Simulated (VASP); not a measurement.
MgO (zincblende type): electric field gradients with PBE

MgO (zincblende type):

```
Mg O
1.0
     0.00000    2.35112    2.35112
     2.35112    0.00000    2.35112
     2.35112    2.35112    0.00000
Mg O
1 1
Cartesian
  0.0000 0.0000 0.0000
  1.1756 1.1756 1.1756
```

| Quantity | Value |
| --- | --- |
| Program | VASP 6.6.1 |
| Task | electric field gradients |
| Functional | PBE |
| Potentials or basis | VASP PAW PBE potentials, release 64 (Mg, O) |
| Cutoff | 520 eV |
| k mesh | 13 × 13 × 13 |
| Occupations | fermi-dirac, width 0.08 eV |
| Spin | no spin polarisation |
| Dipole correction | no |
| Further INCAR settings | ALGO = Normal; EDIFF = 1e-08; NBANDS = 11 |

```
Pressure                                : -6.3 GPa
Band gap on the k mesh                  : 3.16 eV
Largest electric field gradient by atom : under 0.05 V/Å² on every atom
```

Levels at points of the mesh, in eV from the valence-band top:
```csv
k point,band 1,band 2,band 3,band 4,band 5,band 6,band 7,band 8,band 9
"(0.00, 0.00, 0.00)",-15.66,0.00,0.00,0.00,3.16,15.85,15.85,15.85,19.42
```

Wall time 29 s on 1 thread of Intel(R) Xeon(R) Platinum 8259CL CPU @ 2.50GHz (Skylake/Cascade Lake), with other jobs on the host, peak memory 0.16 GiB.

Caveat: the cell stands under tension; an odd mesh through Γ misses points on the zone boundary, where band edges can lie.
